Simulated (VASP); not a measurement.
Write the native input for VASP 6.6.1 that does the following.

| Property | Result |
| --- | --- |
| Task | single point |
| Functional | LDA |
| Potentials or basis | VASP PAW LDA potentials, release 64 (Sb, Pb_d) |
| Cutoff | 520 eV |
| k mesh | 5 × 5 × 5 |
| Occupations | methfessel-paxton, width 0.1 eV |
| Spin | no spin polarisation |
| Dipole correction | no |
| Further INCAR settings | ALGO = Normal; EDIFF = 1e-07; NBANDS = 16 |

The structure of SbPb lies in POSCAR:

```
SbPb
1.0
    0.0000000000      3.1612430000      3.1612430000
    3.1612430000      0.0000000000      3.1612430000
    3.1612430000      3.1612430000      0.0000000000
Sb Pb
1 1
Direct
    0.5000000000      0.5000000000      0.5000000000
    0.0000000000      0.0000000000      0.0000000000
```

These files were run (other wordings do the same):

INCAR

```
SYSTEM = SbPb
ALGO     = Normal         ! electronic algorithm
EDIFF    = 1E-7           ! SCF threshold, eV
ENCUT    = 520            ! plane-wave cutoff, eV
GGA      = CA             ! functional
ISIF     = 2              ! what is computed and relaxed
ISMEAR   = 1              ! smearing method
LASPH    = .True.         ! aspherical terms in the spheres
LCHARG   = .True.         ! write CHGCAR
LELF     = .True.         ! ELF
LREAL    = .False.        ! projectors in reciprocal space
LVHAR    = .True.       
LWAVE    = .False.        ! write WAVECAR
NBANDS   = 16             ! bands
NELM     = 60             ! most SCF steps
PREC     = Accurate       ! precision mode
SIGMA    = 0.1            ! smearing width, eV
```

KPOINTS

```
k-points
0
Gamma
  5 5 5
  0 0 0
```

Potentials or basis: VASP PAW LDA potentials, release 64 (Sb, Pb_d).

Launch:

```bash
$ cat potpaw_LDA.64/Sb/POTCAR potpaw_LDA.64/Pb_d/POTCAR > POTCAR
$ mpirun -np 1 vasp_std > vasp.out
```

Results of the run:

* Pressure: -2.6 GPa

It took 26 s on 1 thread of Intel Xeon 6975P-C (shared host), peak memory 0.14 GiB.
